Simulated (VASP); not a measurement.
# Zr3SeS2 (Cmmm) in VASP: notebook

Zr3SeS2 is run at these levels: PBE; tasks: relaxation of cell and atoms, single point.

Everything below comes from runs of VASP 6.6.1. Logs are shortened: lines on timing, memory, paths and dates and some standing lists are left out, and cuts for length are marked.

**1. The cell of the first run**

The structure is orthorhombic, space group Cmmm (No. 65). The conventional cell has a = 6.554 Å, b = 8.327 Å, c = 4.902 Å, α = 90.00°, β = 90.00°, γ = 90.00°. Zr (site symmetry 2/m) has 4 S at 2.96 Å and 6 Zr at 3.28 to 3.61 Å and 4 Se at 3.61 Å within 3.9 Å. Zr (site symmetry mmm) has 2 S at 2.32 Å within 3.1 Å. Se (site symmetry mmm) has 2 S at 1.85 Å within 2.5 Å. S (site symmetry m2m) has 1 Se at 1.85 Å and 1 Zr at 2.32 Å within 2.5 Å.

The cell was generated, and may not be a known phase.

**2. Relaxation of cell and atoms, PBE**

File INCAR:

```
SYSTEM = Zr3SeS2
ALGO = Normal
EDIFF = 1E-6
EDIFFG = -0.04
ENCUT = 600
GGA = PE
IBRION = 2
ISIF = 3
ISMEAR = 0
LASPH = .True.
LCHARG = .False.
LREAL = .False.
LWAVE = .False.
NELM = 100
NSW = 90
PREC = Accurate
SIGMA = 0.1
```

File KPOINTS:

```
k-points
0
Gamma
  4 4 4
  0 0 0
```

File POSCAR:

```
Zr3SeS2
1.0
    3.2767946800     -4.1636226600      0.0000000000
    3.2767946800      4.1636226600      0.0000000000
    0.0000000000      0.0000000000      4.9017530900
Zr Se S
3 1 2
Direct
    0.0000000000      0.5000000000      0.0000000000
    0.5000000000      0.0000000000      0.0000000000
    0.5000000000      0.5000000000      0.5000000000
    0.0000000000      0.0000000000      0.5000000000
    0.2219202200      0.7780797800      0.5000000000
    0.7780797800      0.2219202200      0.5000000000
```

Potentials or basis: VASP PAW PBE potentials, release 64 (Zr_sv, Se, S).

Command:

```bash
cat potpaw_PBE.64/Zr_sv/POTCAR potpaw_PBE.64/Se/POTCAR potpaw_PBE.64/S/POTCAR > POTCAR
mpirun -np 1 vasp_std > vasp.out
```

OUTCAR:

```text
SYSTEM = Zr3SeS2
   EDIFF = 1E-6
   EDIFFG = -0.04
   ENCUT = 600
   GGA = PE
   IBRION = 2
   ISIF = 3
   ISMEAR = 0
   LASPH = .True.
   LREAL = .False.
   NELM = 100
   NSW = 90
   PREC = Accurate

 ion  position               nearest neighbor table
   1  0.000  0.500  0.000-   5 2.96   6 2.96   5 2.96   6 2.96   2 3.28   2 3.28   3 3.61   3 3.61
                             3 3.61   3 3.61
   2  0.500  0.000  0.000-   5 2.96   6 2.96   5 2.96   6 2.96   1 3.28   1 3.28   3 3.61   3 3.61
                             3 3.61   3 3.61
   3  0.500  0.500  0.500-   5 2.32   6 2.32   4 3.28   4 3.28   1 3.61   1 3.61   2 3.61   2 3.61
                             2 3.61   1 3.61   1 3.61   2 3.61
   4  0.000  0.000  0.500-   5 1.85   6 1.85   3 3.28   3 3.28
   5  0.222  0.778  0.500-   4 1.85   3 2.32   1 2.96   2 2.96   1 2.96   2 2.96
   6  0.778  0.222  0.500-   4 1.85   3 2.32   1 2.96   2 2.96   1 2.96   2 2.96

  LATTYP: Found a base centered orthorhombic cell.
 ALAT       =     6.5535893600
 B/A-ratio  =     1.2706388610
 C/A-ratio  =     0.7479493787

  Lattice vectors:

 A1 = (   3.2767946800,  -4.1636226600,   0.0000000000)
 A2 = (   3.2767946800,   4.1636226600,   0.0000000000)
 A3 = (   0.0000000000,   0.0000000000,   4.9017530900)

Analysis of symmetry for initial positions (statically):
=====================================================================
 Subroutine PRICEL returns:
 Original cell was already a primitive cell.

 Routine SETGRP: Setting up the symmetry group for a
 base centered orthorhombic supercell.

 Subroutine GETGRP returns: Found  8 space group operations
 (whereof  8 operations were pure point group operations)
 out of a pool of  8 trial point group operations.

The static configuration has the point symmetry D_2h.

Analysis of symmetry for dynamics (positions and initial velocities):
=====================================================================
 Subroutine PRICEL returns:
 Original cell was already a primitive cell.

 Routine SETGRP: Setting up the symmetry group for a
 base centered orthorhombic supercell.

 Subroutine GETGRP returns: Found  8 space group operations
 (whereof  8 operations were pure point group operations)
 out of a pool of  8 trial point group operations.

The dynamic configuration has the point symmetry D_2h.

 Subroutine INISYM returns: Found  8 space group operations
 (whereof  8 operations are pure point group operations),
 and found     1 'primitive' translations

----------------------------------------------------------------------------------------

                                     Primitive cell

  volume of cell :     133.7525

  direct lattice vectors                    reciprocal lattice vectors
     3.276794680 -4.163622660  0.000000000     0.152588138 -0.120087731  0.000000000
     3.276794680  4.163622660  0.000000000     0.152588138  0.120087731  0.000000000
     0.000000000  0.000000000  4.901753090     0.000000000  0.000000000  0.204008644

  length of vectors
     5.298408915  5.298408915  4.901753090     0.194175702  0.194175702  0.204008644

  position of ions in fractional coordinates (direct lattice)
     0.000000000  0.500000000  0.000000000
     0.500000000  0.000000000  0.000000000
     0.500000000  0.500000000  0.500000000
     0.000000000  0.000000000  0.500000000
     0.221920220  0.778079780  0.500000000
     0.778079780  0.221920220  0.500000000

  ion indices of the primitive-cell ions
   primitive index   ion index
                 1           1
                 2           2
                 3           3
                 4           4
                 5           5
                 6           6

----------------------------------------------------------------------------------------

 KPOINTS: k-points

Automatic generation of k-mesh.
 Grid dimensions read from file:
 generate k-points for:    4    4    4

 Generating k-lattice:

  Cartesian coordinates                     Fractional coordinates (reciprocal lattice)
[... 45 lines left out ...]
   AEXX    =    0.0000 exact exchange contribution
   IVDW    =     0    specifies the selected vdW correction
   LEPSILON=     F    determine dielectric tensor
   LRPA    =     F    only Hartree local field effects (RPA)
 conjugate gradient relaxation of ions
 non-spin polarized calculation
 Gauss-broadening in eV      SIGMA  =   0.10
  energy-cutoff  :      600.00
  volume of cell :      133.75
 maximum number of plane-waves:      4511
   NGX = 21   NGY = 21   NGZ = 19

--------------------------------------- Ionic step        1  -------------------------------------------

 number of electron      54.0000003 magnetization

 Free energy of the ion-electron system (eV)
  ---------------------------------------------------
  ext. energy  EPLUGINS =         0.00000000
  ---------------------------------------------------
  free energy    TOTEN  =       -31.19770776 eV

  energy without entropy =      -31.16461735  energy(sigma->0) =      -31.18116255

------------------------ aborting loop because EDIFF is reached ----------------------------------------

  FORCE on cell =-STRESS in cart. coord.  units (eV):
  Direction    XX          YY          ZZ          XY          YZ          ZX
  --------------------------------------------------------------------------------------
  -------------------------------------------------------------------------------------
  Total       -7.7651563     63.4095775    -13.6268160     -0.0000000      0.0000000      0.0000000
  in kB      -93.0162369    759.5623356   -163.2311170     -0.0000000      0.0000000      0.0000000
  external PRESSURE =     167.7716606 kB  Pullay stress =       0.0000000 kB
[... 101 lines left out ...]
  FREE ENERGIE OF THE ION-ELECTRON SYSTEM (eV)
  ---------------------------------------------------
  free  energy   TOTEN  =       -39.1208687623 eV

  energy  without entropy=      -39.0921519417  energy(sigma->0) =      -39.10651035

 E-fermi :   6.7157     XC(G=0):  -9.9400

 val. band max:        6.7154181869   @ k =   0.5000   0.2500   0.2500
 cond. band min:       6.7569556416   @ k =   0.2500   0.0000   0.2500
 fundamental gap:      0.0415374547
 Fermi energy:         6.7156909071

 k-point     1 :       0.0000    0.0000    0.0000
  band No.  band energies     occupation
      1     -43.1685      2.00000
      2     -42.8656      2.00000
      3     -42.7009      2.00000
      4     -21.5248      2.00000
      5     -21.3002      2.00000
      6     -21.2701      2.00000
[... 724 lines left out ...]
     31       7.8759      0.00000
     32       8.2856      0.00000

[... ionic steps 4 to 28 ...]

--------------------------------------- Ionic step       29  -------------------------------------------

 number of electron      54.0000002 magnetization

------------------------ aborting loop because EDIFF is reached ----------------------------------------

  FORCE on cell =-STRESS in cart. coord.  units (eV):
  Direction    XX          YY          ZZ          XY          YZ          ZX
  --------------------------------------------------------------------------------------
  -------------------------------------------------------------------------------------
  Total       -0.4828411     -0.5370971     -0.1796527      0.0000000      0.0000000      0.0000000
  in kB       -5.6500579     -6.2849450     -2.1022410      0.0000000      0.0000000      0.0000000
  external PRESSURE =      -4.6790813 kB  Pullay stress =       0.0000000 kB
[... 65 lines left out ...]
  energy  without entropy=      -41.4744898236  energy(sigma->0) =      -41.48159434

--------------------------------------- Ionic step       31  -------------------------------------------

 number of electron      53.9999999 magnetization

 Free energy of the ion-electron system (eV)
  ---------------------------------------------------
  ext. energy  EPLUGINS =         0.00000000
  ---------------------------------------------------
  free energy    TOTEN  =       -41.49099429 eV

  energy without entropy =      -41.47745841  energy(sigma->0) =      -41.48422635

 E-fermi :   7.3353     XC(G=0): -10.2422

 val. band max:        7.3322459602   @ k =  -0.2500   0.2500   0.2500
 cond. band min:       7.3949826679   @ k =   0.5000   0.0000   0.0000
 fundamental gap:      0.0627367077
 Fermi energy:         7.3352726493

 k-point     1 :       0.0000    0.0000    0.0000
  band No.  band energies     occupation
      1     -42.3940      2.00000
      2     -42.3740      2.00000
      3     -42.3141      2.00000
      4     -20.8787      2.00000
      5     -20.5533      2.00000
      6     -20.5483      2.00000
[... 757 lines left out ...]
  FREE ENERGIE OF THE ION-ELECTRON SYSTEM (eV)
  ---------------------------------------------------
  free  energy   TOTEN  =       -41.4909942886 eV

  energy  without entropy=      -41.4774584098  energy(sigma->0) =      -41.48422635

 reached required accuracy - stopping structural energy minimisation
```

Run time: 63 min. Hardware: 1 thread of Intel Xeon 8259CL, shared host; peak memory 0.34 GiB.

Results:

```yaml
Free_energy: -41.4910 eV
Relaxed_volume: 22.66 Å³/atom
Relaxed_cell: a = 6.464 Å, b = 6.464 Å, c = 3.844 Å, α = 90.00°, β = 90.00°, γ = 122.18°
Space_group_after_relaxing_to_0.1_Å: Cmmm (No. 65)
Energy_gained_by_relaxing: 1715.5 meV/atom
Ionic_steps: 31
Pressure_after_relaxing: 0.0 GPa
Band_gap_on_the_k_mesh: zero (bands 27 and 28 overlap by 0.91 eV)
```

Stress tensor (GPa, compression positive):
```
-0.12  0.00  0.00
 0.00  0.02  0.00
 0.00  0.00  0.06
```

Step by step:
```csv
step,energy change (eV),largest force (eV/Å),pressure (GPa),volume (Å³)
1,0.0000,13.6830,16.78,133.75
2,-8.9392,0.7540,-10.30,168.59
3,-7.9232,0.7772,-7.71,154.23
4,-8.8733,1.3062,-9.75,165.63
5,-9.5101,0.4348,9.74,131.78
6,-10.0656,0.4949,-1.06,143.83
7,-10.0658,0.4708,-0.77,143.41
8,-10.1120,0.5814,-0.15,141.49
9,-10.1515,0.8728,1.47,137.19
10,-10.1705,0.7381,1.29,137.05
11,-10.2051,0.3728,0.79,136.64
12,-10.1793,0.2506,-0.08,135.76
13,-10.2104,0.1939,0.52,136.39
14,-10.2217,0.0925,0.30,136.87
15,-10.2274,0.0439,0.02,137.56
16,-10.2294,0.0142,-0.05,137.66
17,-10.2329,0.0722,-0.28,137.95
18,-10.2343,0.2641,-0.76,138.49
19,-10.2352,0.2738,-0.76,138.46
20,-10.2383,0.3031,-0.73,138.36
21,-10.2445,0.3602,-0.67,138.16
22,-10.2578,0.4336,-0.52,137.72
23,-10.2698,0.4780,0.06,136.71
24,-10.2713,0.4641,-0.20,137.09
25,-10.2716,0.4683,-0.14,136.99
26,-10.2782,0.3455,-0.03,136.81
27,-10.2815,0.1863,0.14,136.56
28,-10.2850,0.1525,-0.01,136.65
29,-10.2907,0.0512,-0.47,136.92
30,-10.2910,0.0214,-0.59,136.99
31,-10.2933,0.0006,-0.01,135.97
```

Final structure:
```yaml
crystal:
  lattice:
    - [3.12528, -5.65866, 0.00000]
    - [3.12528, 5.65866, 0.00000]
    - [0.00000, 0.00000, 3.84427]
  atoms:
    - { symbol: Zr, position: [0.00000, 0.50000, 0.00000] }
    - { symbol: Zr, position: [0.50000, 0.00000, 0.00000] }
    - { symbol: Zr, position: [0.50000, 0.50000, 0.50000] }
    - { symbol: Se, position: [0.00000, 0.00000, 0.50000] }
    - { symbol: S, position: [0.28120, 0.71880, 0.50000] }
    - { symbol: S, position: [0.71880, 0.28120, 0.50000] }
```

Levels at points of the mesh, in eV from the Fermi level:
```
           k point  band 23  band 24  band 25  band 26  band 27  band 28  band 29  band 30  band 31  band 32
(0.00, 0.00, 0.00)    -2.30    -1.71    -0.94    -0.74    -0.56    -0.39    -0.31     0.16     0.93     1.26
(0.50, 0.00, 0.00)    -2.58    -1.39    -1.24    -0.32     0.06     0.21     0.52     0.69     0.76     1.39
(0.50, 0.50, 0.00)    -2.76    -2.55    -1.38    -1.25     0.48     0.62     0.90     0.96     1.13     1.34
(0.00, 0.00, 0.50)    -2.81    -1.67    -0.75    -0.32    -0.07     0.26     0.66     0.98     1.07     1.15
(0.50, 0.00, 0.50)    -3.36    -1.62    -1.20    -0.86     0.18     0.53     0.69     1.03     1.16     1.27
(0.50, 0.50, 0.50)    -2.23    -2.05    -1.31    -1.05    -0.97    -0.43     0.39     0.43     1.25     1.69
```

Caveat: a cell axis changed by over 15 % at a fixed basis, so the end point is rough.

**3. Single point, PBE**

This run uses another cell than the first one, of 22.69 Å³/atom.

File INCAR:

```
SYSTEM = Zr3SeS2
PREC = Accurate ; ENCUT = 520
EDIFF = 1E-6 ; ISMEAR = 0
SIGMA = 0.1 ; LREAL = .False.
LASPH = .True. ; NELM = 100
ALGO = Normal ; ISIF = 2
LWAVE = .False. ; LCHARG = .False.
GGA = PE ; NBANDS = 36
```

File KPOINTS:

```
Automatic mesh
0
Gamma
  8 8 10
  0 0 0
```

File POSCAR:

```
Zr3SeS2
1.0
    3.1188923432     -5.6648423266      0.0000000000
    3.1188923432      5.6648423266      0.0000000000
    0.0000000000      0.0000000000      3.8531705251
Zr Se S
3 1 2
Direct
    0.0000000000      0.5000000000      0.0000000000
    0.5000000000      0.0000000000      0.0000000000
    0.5000000000      0.5000000000      0.5000000000
    0.0000000000      0.0000000000      0.5000000000
    0.2814218843      0.7185781157      0.5000000000
    0.7185781157      0.2814218843      0.5000000000
```

Potentials or basis: VASP PAW PBE potentials, release 64 (Zr_sv, Se, S).

Command:

```bash
cat potpaw_PBE.64/Zr_sv/POTCAR potpaw_PBE.64/Se/POTCAR potpaw_PBE.64/S/POTCAR > POTCAR
mpirun -np 1 vasp_std > vasp.out
```

Wall time 15 min (1 thread of Intel Xeon 8259CL, shared host); peak memory 0.63 GiB.

The run converged. Its results:

| Quantity | Value |
| --- | --- |
| Free energy | -41.4554 eV |
| Pressure | 0.0 GPa |
| Largest force | 0.009 eV/Å |
| Band gap on the k mesh | zero (bands 27 and 28 overlap by 0.97 eV) |

Forces in eV/Å, atoms in the order of the input:
```
Zr   0.000  0.000  0.000
Zr   0.000  0.000  0.000
Zr   0.000  0.000  0.000
Se   0.000  0.000  0.000
S    0.000  0.009  0.000
S    0.000 -0.009  0.000
```

Levels at points of the mesh, in eV from the Fermi level:
| k point | band 25 | band 26 | band 27 | band 28 | band 29 | band 30 |
| --- | --- | --- | --- | --- | --- | --- |
| (0.00, 0.00, 0.00) | -0.98 | -0.80 | -0.58 | -0.42 | -0.34 | 0.15 |
| (0.50, 0.00, 0.00) | -1.29 | -0.33 | 0.05 | 0.19 | 0.49 | 0.67 |
| (0.50, 0.50, 0.00) | -1.40 | -1.30 | 0.49 | 0.62 | 0.89 | 0.92 |
| (0.00, 0.00, 0.50) | -0.79 | -0.33 | -0.09 | 0.21 | 0.65 | 0.96 |
| (0.50, 0.00, 0.50) | -1.22 | -0.88 | 0.15 | 0.51 | 0.68 | 1.02 |
| (0.50, 0.50, 0.50) | -1.36 | -1.07 | -0.96 | -0.46 | 0.34 | 0.42 |

**4. Relaxation of cell and atoms, PBE**

This run uses another cell than the first one, of 22.68 Å³/atom.

File INCAR:

```
SYSTEM = Zr3SeS2
ALGO     = Fast           ! electronic algorithm
EDIFF    = 1E-6           ! SCF threshold, eV
EDIFFG   = -0.01          ! ionic threshold
ENCUT    = 600            ! plane-wave cutoff, eV
GGA      = PE             ! functional
IBRION   = 2              ! ionic algorithm
ISIF     = 3              ! what is computed and relaxed
ISMEAR   = 0              ! smearing method
LASPH    = .True.         ! aspherical terms in the spheres
LCHARG   = .False.        ! write CHGCAR
LREAL    = .False.        ! projectors in reciprocal space
LWAVE    = .False.        ! write WAVECAR
NELM     = 80             ! most SCF steps
NSW      = 100            ! ionic steps
PREC     = Accurate       ! precision mode
SIGMA    = 0.1            ! smearing width, eV
```

File KPOINTS:

```
k-points
0
Gamma
  8 8 10
  0 0 0
```

File POSCAR:

```
Zr3SeS2
1.0
    3.1173772525     -5.6676832144      0.0000000000
    3.1173772525      5.6676832144      0.0000000000
    0.0000000000      0.0000000000      3.8507426232
Zr Se S
3 1 2
Direct
    0.0000000000      0.5000000000      0.0000000000
    0.5000000000      0.0000000000      0.0000000000
    0.5000000000      0.5000000000      0.5000000000
    0.0000000000      0.0000000000      0.5000000000
    0.2815304715      0.7184695285      0.5000000000
    0.7184695285      0.2815304715      0.5000000000
```

Command:

```bash
cat potpaw_PBE.64/Zr_sv/POTCAR potpaw_PBE.64/Se/POTCAR potpaw_PBE.64/S/POTCAR > POTCAR
mpirun -np 1 vasp_std > vasp.out
```

Run time: 75 min. Hardware: 1 thread of Oxide Virtual Turin-like, shared host; peak memory 0.72 GiB.

Results (log left out):

```
Free energy                           : -41.4558 eV
Relaxed volume                        : 22.70 Å³/atom
Relaxed cell                          : a = 6.468 Å, b = 6.468 Å, c = 3.854 Å, α = 90.00°, β = 90.00°, γ = 122.34°
Space group after relaxing (to 0.1 Å) : Cmmm (No. 65)
Energy gained by relaxing             : 0.0 meV/atom
Ionic steps                           : 4
Pressure after relaxing               : 0.0 GPa
Largest force after relaxing          : 0.008 eV/Å
Band gap on the k mesh                : zero (bands 27 and 28 overlap by 0.97 eV)
```

Forces on the atoms (eV/Å):
```
Zr   0.000  0.000  0.000
Zr   0.000  0.000  0.000
Zr   0.000  0.000  0.000
Se   0.000  0.000  0.000
S    0.000  0.008  0.000
S    0.000 -0.008  0.000
```

Step by step:
```
step  energy change (eV)  largest force (eV/Å)  pressure (GPa)  volume (Å³)
   1              0.0000                0.0074            0.11       136.07
   2              0.0000                0.0146           -0.13       136.38
   3             -0.0001                0.0115           -0.02       136.24
   4             -0.0001                0.0082           -0.01       136.21
```

Final structure:
```cif
data_structure
_symmetry_space_group_name_H-M 'P 1'
_symmetry_Int_Tables_number 1
_cell_length_a 6.4678
_cell_length_b 6.4678
_cell_length_c 3.8541
_cell_angle_alpha 90.000
_cell_angle_beta 90.000
_cell_angle_gamma 122.344
_cell_volume 136.21
loop_
_atom_site_label
_atom_site_type_symbol
_atom_site_fract_x
_atom_site_fract_y
_atom_site_fract_z
_atom_site_occupancy
Zr1 Zr 0.00000 0.50000 0.00000 1
Zr2 Zr 0.50000 0.00000 0.00000 1
Zr3 Zr 0.50000 0.50000 0.50000 1
Se1 Se 0.00000 0.00000 0.50000 1
S1 S 0.28147 0.71853 0.50000 1
S2 S 0.71853 0.28147 0.50000 1
```

Levels at points of the mesh, in eV from the Fermi level:
```
           k point  band 24  band 25  band 26  band 27  band 28  band 29  band 30  band 31
(0.00, 0.00, 0.00)    -1.72    -0.98    -0.80    -0.58    -0.42    -0.35     0.15     0.92
(0.50, 0.00, 0.00)    -1.41    -1.29    -0.33     0.05     0.19     0.49     0.67     0.75
(0.50, 0.50, 0.00)    -2.59    -1.40    -1.30     0.49     0.62     0.89     0.92     1.08
(0.00, 0.00, 0.50)    -1.69    -0.80    -0.33    -0.09     0.21     0.65     0.96     1.06
(0.50, 0.00, 0.50)    -1.67    -1.22    -0.88     0.15     0.51     0.68     1.02     1.14
(0.50, 0.50, 0.50)    -2.07    -1.37    -1.07    -0.96    -0.46     0.34     0.42     1.22
```

**5. Summary**

| task | cell | k mesh | cutoff (eV) | gap on the mesh (eV) | pressure (GPa) | relaxed volume (Å³/atom) | largest force (eV/Å) |
| --- | --- | --- | --- | --- | --- | --- | --- |
| relaxation of cell and atoms | relaxed from a = 5.298, b = 5.298, c = 4.902 Å, angles 90.0, 90.0, 103.6°, 6 atoms, atomic positions A | 4 × 4 × 4 | 600 | none | 0.0 | 22.66 | - |
| single point | a = 6.467, b = 6.467, c = 3.853 Å, angles 90.0, 90.0, 122.3°, 6 atoms, atomic positions B | 8 × 8 × 10 | 520 | none | 0.0 | - | 0.01 |
| relaxation of cell and atoms | relaxed from a = 6.468, b = 6.468, c = 3.851 Å, angles 90.0, 90.0, 122.4°, 6 atoms, atomic positions C | 8 × 8 × 10 | 600 | none | 0.0 | 22.70 | 0.01 |

Alike in all rows: level PBE; potentials or basis VASP PAW PBE potentials, release 64 (Zr_sv, Se, S); no spin polarisation; smearing gaussian 0.1 eV.

Caveats: a cell axis changed by over 15 % at a fixed basis, so the end point is rough (at least some runs).

Absolute energies hang on the potentials; compare differences alone.

The gap in the log of VASP goes by the Fermi energy; the results here count the filled bands.